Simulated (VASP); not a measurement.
A run of VASP 6.6.1 is set up as follows.

Contents of INCAR:

```
PREC = Accurate
ENCUT = 520
EDIFF = 1E-6
ISMEAR = -1
SIGMA = 0.05
LREAL = False
LASPH = True
NELM = 80
ALGO = Normal
ISIF = 2
LWAVE = False
LCHARG = False
LDIPOL = True
IDIPOL = 3
DIPOL = 0.5 0.5 0.500
GGA = CA
NBANDS = 24
```

KPOINTS

```
Automatic mesh
0
Gamma
  17 17 1
```

Contents of POSCAR:

```
Cu
1.0
    2.4873748555      0.0000000000      0.0000000000
   -1.2436874278      2.1541298136      0.0000000000
    0.0000000000      0.0000000000     20.0619000000
Cu
3
Direct
    0.1666666667      0.3333333333      0.4002530736
    0.5000000000      1.0000000000      0.5000000120
    0.8333333333      0.6666666667      0.5997469141
```

Potentials or basis: VASP PAW LDA potentials, release 64 (Cu).

Run with:

```console
$ cat potpaw_LDA.64/Cu/POTCAR > POTCAR
$ mpirun -np 1 vasp_std > vasp.out
```

What does it give for the largest force?

0.036 eV/Å.

Forces on the atoms (eV/Å):
```
Cu   0.000  0.000 -0.036
Cu   0.000  0.000  0.000
Cu   0.000  0.000  0.036
```
